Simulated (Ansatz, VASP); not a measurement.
**One calculation of NiO, two programs**

```
Ni O
1.0
    -3.97891   -0.10276    3.76105
     0.08600    1.97120    1.91515
    -2.10143    2.04855   -0.16335
Ni O
2 2
Direct
  0.71399 0.10057 0.73706
  0.23365 0.08628 0.75518
  0.99536 0.63630 0.18015
  0.49167 0.57239 0.24850
```

Alike in both runs: task single point; functional PBE; k mesh 3 × 3 × 3; occupations fermi-dirac, width 0.15 eV; collinear spin; Hubbard terms Ni d U = 6.0 eV.

```csv
,VASP,Ansatz
version,VASP 6.6.1,Ansatz 0.2.0 development build
potentials or method,"VASP PAW PBE potentials, release 64 (Ni_sv_GW, O)","plane waves, PAW datasets (generated soft set 1)"
plane-wave cutoff (eV),600,420
valence electrons in the cell,48,48
```

```csv
,VASP,Ansatz,Ansatz less VASP
gap on the k mesh at the Fermi level (eV),3.00,2.96,-0.045
rms of the force components (eV/Å),1.149,1.147,-0.0018
size of the moment on the site where the two differ most (μB),1.68,1.56,-0.122
```

Site moments also hang on the region over which each program counts them. The programs project onto different local orbitals, so the same U acts differently, and such runs can settle in different states.

The k mesh is coarse, so the values compare programs but aren't converged.
